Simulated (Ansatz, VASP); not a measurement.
**InB2As3: VASP beside Ansatz**

```
In B As
1.0
     2.79900   -5.18757    0.00000
     2.79900    5.18757    0.00000
     0.00000    0.00000    3.81698
In B As
1 2 3
Direct
  0.00000 0.00000 0.00000
  0.61919 0.38081 0.50000
  0.38081 0.61919 0.50000
  0.18972 0.81028 0.50000
  0.81028 0.18972 0.50000
  0.50000 0.50000 0.00000
```

Change from the starting cell: species swapped into the Li2CeO3 type (Cmmm, No. 65).

Alike in both runs: functional PBE; k mesh 4 × 4 × 4; occupations gaussian, width 0.1 eV; no spin polarisation.

Ansatz relaxed the structure, and its values are those at the end. VASP's run is a single point on that final structure, the one shown.

```csv
,VASP,Ansatz
version,VASP 6.6.1,Ansatz 0.2.0
potentials or method,"VASP PAW PBE potentials, release 64 (In_d, B, As), cutoff 520 eV","scalar-relativistic, plane waves, PAW"
valence electrons in the cell,34,64
```

Ansatz gave:

* gap on the k mesh at the Fermi level (eV): none
* pressure (GPa): 0.0
* rms of the force components (eV/Å): 0.007

Estimate VASP's values.

gap on the k mesh at the Fermi level (eV): none; pressure (GPa): 0.2; rms of the force components (eV/Å): 0.020.

A gap of «none» marks a metal or a gap that the smearing closes. VASP's potentials hold 34 valence electrons a cell and Ansatz's 64, so a difference there can come from the potentials and not from the codes.

The k mesh is coarse, so the values compare programs but aren't converged.
